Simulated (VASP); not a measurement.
# Y (P6_3/mmc) in VASP: single point with r2SCAN

Aim: the single point of Y with r2SCAN.

Program: VASP 6.6.1. These are calculated values, not measurements. Logs are shortened: lines on timing, memory, paths and dates and some standing lists are left out, and cuts for length are marked.

**1. The cell of the first run**

The structure is hexagonal, space group P6_3/mmc (No. 194). Conventional cell: a = 3.537 Å, b = 3.537 Å, c = 6.124 Å, α = 90.00°, β = 90.00°, γ = 120.00°. Y (site symmetry -6m2) has 12 Y at 3.54 to 3.68 Å within 4.6 Å.

**2. Single point, r2SCAN**

Contents of POSCAR:

```
Y
1.0
    3.5373143224      0.0000000000      0.0000000000
   -1.7686571612      3.0634040643      0.0000000000
    0.0000000000      0.0000000000      6.1244422956
Y
2
Direct
    0.3333333333      0.6666666667      0.2500000000
    0.6666666667      0.3333333333      0.7500000000
```

Contents of INCAR.step1:

```
PREC     = Accurate       # precision mode
ENCUT    = 520            # plane-wave cutoff, eV
ISMEAR   = 0              # smearing method
SIGMA    = 0.15           # smearing width, eV
LREAL    = F              # projectors in reciprocal space
LASPH    = T              # aspherical terms in the spheres
NELM     = 80             # most SCF steps
NBANDS   = 18             # bands
GGA      = PE             # functional
ALGO     = Normal         # electronic algorithm
EDIFF    = 1E-4           # SCF threshold, eV
LWAVE    = T              # write WAVECAR
LCHARG   = F              # write CHGCAR
```

Contents of INCAR.step2:

```
PREC     = Accurate       # precision mode
ENCUT    = 520            # plane-wave cutoff, eV
EDIFF    = 1E-7           # SCF threshold, eV
ISMEAR   = 0              # smearing method
SIGMA    = 0.15           # smearing width, eV
LREAL    = F              # projectors in reciprocal space
LASPH    = T              # aspherical terms in the spheres
NELM     = 80             # most SCF steps
ALGO     = Normal         # electronic algorithm
ISIF     = 2              # what is computed and relaxed
LWAVE    = F              # write WAVECAR
LCHARG   = F              # write CHGCAR
METAGGA  = R2SCAN         # meta-GGA
LMIXTAU  = T            
NBANDS   = 18             # bands
ISTART   = 1
```

Contents of KPOINTS:

```
regular mesh
0
Gamma
  18 18 10
```

Potentials or basis: VASP PAW PBE potentials, release 64 (Y_sv).

On the command line:

```bash
cat potpaw_PBE.64/Y_sv/POTCAR > POTCAR
cp INCAR.step1 INCAR
mpirun -np 1 vasp_std > vasp.out
cp INCAR.step2 INCAR
mpirun -np 1 vasp_std > vasp.out
```

OUTCAR:

```text
PREC = Accurate
   ENCUT = 520
   EDIFF = 1E-7
   ISMEAR = 0
   LREAL = F
   LASPH = T
   NELM = 80
   ISIF = 2
   METAGGA = R2SCAN
   ISTART = 1

 ion  position               nearest neighbor table
   1  0.333  0.667  0.250-   2 3.68   2 3.68   2 3.68   2 3.68   2 3.68   2 3.68
   2  0.667  0.333  0.750-   1 3.68   1 3.68   1 3.68   1 3.68   1 3.68   1 3.68

  LATTYP: Found a hexagonal cell.
 ALAT       =     3.5373143224
 C/A-ratio  =     1.7313819857

  Lattice vectors:

 A1 = (   3.5373143224,   0.0000000000,   0.0000000000)
 A2 = (  -1.7686571612,   3.0634040643,   0.0000000000)
 A3 = (   0.0000000000,   0.0000000000,   6.1244422956)

Analysis of symmetry for initial positions (statically):
=====================================================================
 Subroutine PRICEL returns:
 Original cell was already a primitive cell.

 Routine SETGRP: Setting up the symmetry group for a
 hexagonal supercell.

 Subroutine GETGRP returns: Found 24 space group operations
 (whereof 12 operations were pure point group operations)
 out of a pool of 24 trial point group operations.

The static configuration has the point symmetry D_3d.
 The point group associated with its full space group is D_6h.

Analysis of symmetry for dynamics (positions and initial velocities):
=====================================================================
 Subroutine PRICEL returns:
 Original cell was already a primitive cell.

 Routine SETGRP: Setting up the symmetry group for a
 hexagonal supercell.

 Subroutine GETGRP returns: Found 24 space group operations
 (whereof 12 operations were pure point group operations)
 out of a pool of 24 trial point group operations.

The dynamic configuration has the point symmetry D_3d.
 The point group associated with its full space group is D_6h.

 Subroutine INISYM returns: Found 24 space group operations
 (whereof 12 operations are pure point group operations),
 and found     1 'primitive' translations

----------------------------------------------------------------------------------------

                                     Primitive cell

  volume of cell :      66.3658

  direct lattice vectors                    reciprocal lattice vectors
     3.537314322  0.000000000  0.000000000     0.282700351  0.163217124  0.000000000
    -1.768657161  3.063404064  0.000000000     0.000000000  0.326434247  0.000000000
[... 78 lines left out ...]
   ICHARG =      0    charge: 1-file 2-atom 10-const
   ISPIN  =      1    spin polarized calculation?
   LNONCOLLINEAR =      F non collinear calculations
   LSORBIT =      F    spin-orbit coupling
   LASPH  =      T    aspherical Exc in radial PAW
   ENCUT  =  520.0 eV  38.22 Ry    6.18 a.u.   6.58  6.58 11.39*2*pi/ulx,y,z
   NELM   =     80;   NELMIN=  2; NELMDL=  0     # of ELM steps
   EDIFF  = 0.1E-06   stopping-criterion for ELM
   LREAL  =      F    real-space projection
   EDIFFG = 0.1E-05   stopping-criterion for IOM
   NSW    =      0    number of steps for IOM
   IBRION =     -1    ionic relax: 0-MD 1-quasi-New 2-CG
   NFREE  =      0    steps in history (QN), initial steepest desc. (CG)
   ISIF   =      2    stress and relaxation
   ISYM   =      2    0-nonsym 1-usesym 2-fastsym
   POTIM  = 0.5000    time-step for ionic-motion
   TEBEG  =    0.0;   TEEND  =   0.0 temperature during run
   PSTRESS=    0.0 pullay stress
   NELECT =      22.0000    total number of electrons
   NUPDOWN=      -1.0000    fix difference up-down
   EMIN   =  10.00;   EMAX   =-10.00  energy-range for DOS
   EFERMI =   0.00;   METHOD = LEGACY
   ISMEAR =     0;   SIGMA  =   0.15  broadening in eV -4-tet -1-fermi 0-gaus
   EFERMI_NEDOS =   21; number of points for ismear=-14 and -15
   IALGO  =     38    algorithm
   IMIX   =      4    mixing-type and parameters
     AMIX     =   0.40;   BMIX     =  1.00
     AMIX_MAG =   1.60;   BMIX_MAG =  1.00
  volume/ion in A,a.u.               =      33.18       223.93
  Fermi-wavevector in a.u.,A,eV,Ry     =   1.133011  2.141081 17.465997  1.283715
  Thomas-Fermi vector in A             =   2.269713
   LORBIT       =      0    0 simple, 1 ext, 2 COOP (PROOUT), +10 PAW based schemes
   METAGGA = R2SCAN    functional components
   LHFCALC =     F    Hartree Fock is set to
   AEXX    =    0.0000 exact exchange contribution
   IVDW    =     0    specifies the selected vdW correction
   LEPSILON=     F    determine dielectric tensor
   LRPA    =     F    only Hartree local field effects (RPA)
 non-spin polarized calculation
 Gauss-broadening in eV      SIGMA  =   0.15
  energy-cutoff  :      520.00
  volume of cell :       66.37
 maximum number of plane-waves:      1823
 NGX is ok and might be reduce to    28
   NGX = 13   NGY = 13   NGZ = 23

 number of electron      22.0000000 magnetization

 Free energy of the ion-electron system (eV)
  ---------------------------------------------------
  ext. energy  EPLUGINS =         0.00000000
  ---------------------------------------------------
  free energy    TOTEN  =       -40.46664214 eV

  energy without entropy =      -40.41551815  energy(sigma->0) =      -40.44108014

 E-fermi :   3.0109     XC(G=0): -10.0285

 val. band max:        3.0083842968   @ k =   0.2778   0.1667   0.0000
 cond. band min:       3.0154529301   @ k =   0.3889   0.1111   0.0000
 fundamental gap:      0.0070686334
 Fermi energy:         3.0109273980

 k-point     1 :       0.0000    0.0000    0.0000
  band No.  band energies     occupation
      1     -41.2204      2.00000
      2     -41.1698      2.00000
      3     -20.7707      2.00000
      4     -20.2992      2.00000
      5     -20.2992      2.00000
      6     -20.2878      2.00000
[... 481 lines left out ...]
      5     -20.5302      2.00000
      6     -20.4679      2.00000
[... 10 lines left out ...]
     17       8.2405      0.00000
     18       8.3314      0.00000

 [... further k-points ...]
[... 5 lines left out ...]
  --------------------------------------------------------------------------------------
  -------------------------------------------------------------------------------------
  Total        1.0908058      1.0908058     -1.3237982      0.0000000     -0.0000000      0.0000000
  in kB       26.3338003     26.3338003    -31.9586104      0.0000000     -0.0000000      0.0000000
  external PRESSURE =       6.9029967 kB  Pullay stress =       0.0000000 kB

 VOLUME and BASIS-vectors are now :
 -----------------------------------------------------------------------------
  energy-cutoff  :      520.00
  volume of cell :       66.37
      direct lattice vectors                 reciprocal lattice vectors
     3.537314322  0.000000000  0.000000000     0.282700351  0.163217124  0.000000000
    -1.768657161  3.063404064  0.000000000     0.000000000  0.326434247  0.000000000
     0.000000000  0.000000000  6.124442296     0.000000000  0.000000000  0.163280173

 POSITION                                       TOTAL-FORCE (eV/Angst)
 -----------------------------------------------------------------------------------
     -0.00000      2.04227      1.53111         0.000000     -0.000000      0.000000
      1.76866      1.02113      4.59333        -0.000000      0.000000      0.000000
 -----------------------------------------------------------------------------------
    total drift:                               -0.000000      0.000000     -0.000000

  FREE ENERGIE OF THE ION-ELECTRON SYSTEM (eV)
  ---------------------------------------------------
  free  energy   TOTEN  =       -40.4666421391 eV

  energy  without entropy=      -40.4155181508  energy(sigma->0) =      -40.44108014
```

OUTCAR.step1:

```text
PREC = Accurate
   ENCUT = 520
   ISMEAR = 0
   LREAL = F
   LASPH = T
[... 728 lines left out ...]
 -----------------------------------------------------------------------------------
     -0.00000      2.04227      1.53111        -0.000000      0.000000      0.000000
      1.76866      1.02113      4.59333         0.000000     -0.000000      0.000000
 -----------------------------------------------------------------------------------
    total drift:                               -0.000000      0.000000     -0.000000

  FREE ENERGIE OF THE ION-ELECTRON SYSTEM (eV)
  ---------------------------------------------------
  free  energy   TOTEN  =       -12.8048716464 eV

  energy  without entropy=      -12.7524444893  energy(sigma->0) =      -12.77865807
```

OSZICAR.step1:

```text
N       E                     dE             d eps       ncg     rms          rms(c)
DAV:   1     0.886458810369E+02    0.88646E+02   -0.11268E+04  7992   0.116E+03
DAV:   2    -0.565532695920E+01   -0.94301E+02   -0.92753E+02 10044   0.258E+02
DAV:   3    -0.130088600672E+02   -0.73535E+01   -0.73028E+01 14194   0.431E+01
DAV:   4    -0.132033869880E+02   -0.19453E+00   -0.19417E+00  9786   0.722E+00
DAV:   5    -0.132085334287E+02   -0.51464E-02   -0.51445E-02 11664   0.883E-01    0.325E+01
DAV:   6    -0.128713221078E+02    0.33721E+00   -0.43655E-01  8682   0.398E+00    0.199E+01
DAV:   7    -0.128154198887E+02    0.55902E-01   -0.83019E-01 10242   0.506E+00    0.177E+00
DAV:   8    -0.128058496136E+02    0.95703E-02   -0.16271E-01 10008   0.223E+00    0.119E+00
DAV:   9    -0.128047794342E+02    0.10702E-02   -0.41560E-03 10450   0.390E-01    0.404E-01
DAV:  10    -0.128049617891E+02   -0.18235E-03   -0.21677E-03  8638   0.402E-01    0.394E-01
DAV:  11    -0.128048716464E+02    0.90143E-04   -0.17299E-04  7282   0.116E-01
   1 F= -.12804872E+02 E0= -.12778658E+02  d E =-.524272E-01
```

It took 11 min on 1 thread of Intel Xeon 6975P-C (Granite Rapids), shared host; peak memory 0.37 GiB.

Results:

* Free energy: -40.4666 eV
* Pressure: 0.7 GPa
* Band gap on the k mesh: zero (bands 11 and 12 overlap by 1.02 eV)

Caveat: the PAW data sets were made with another functional, which shifts forces and pressure a little.
